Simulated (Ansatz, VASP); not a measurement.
## One calculation of BN, two programs

```
B N
1.0
     2.53600    0.00000    0.00000
    -1.26800    2.19624    0.00000
     0.00000    0.00000    4.19900
B N
2 2
Direct
  0.66667 0.33333 0.00000
  0.33333 0.66667 0.50000
  0.66667 0.33333 0.37500
  0.33333 0.66667 0.87500
```

Alike in both runs: task single point; functional LDA; k mesh 10 × 10 × 5; no spin polarisation.

|  | VASP | Ansatz |
| --- | --- | --- |
| version | VASP 6.6.1 | Ansatz 0.2.0 |
| potentials or method | VASP PAW LDA potentials, release 64 (B, N), cutoff 600 eV | plane waves, PAW |
| occupations | gaussian, width 0.01 eV | fixed |
| valence electrons in the cell | 16 | 16 |

Ansatz gave:

| Quantity | Value |
| --- | --- |
| pressure (GPa) | -6.1 |
| traceless stress, the component that is largest in VASP (GPa) | -0.55 |

Task: Which values does VASP return?

Result: Pressure (GPa): -5.5; traceless stress, the component that is largest in VASP (GPa): -0.54.

LDA's correlation is that of Perdew and Zunger in VASP and of Perdew and Wang (1992) in Ansatz. Ansatz's warnings: stress scf threshold loose.
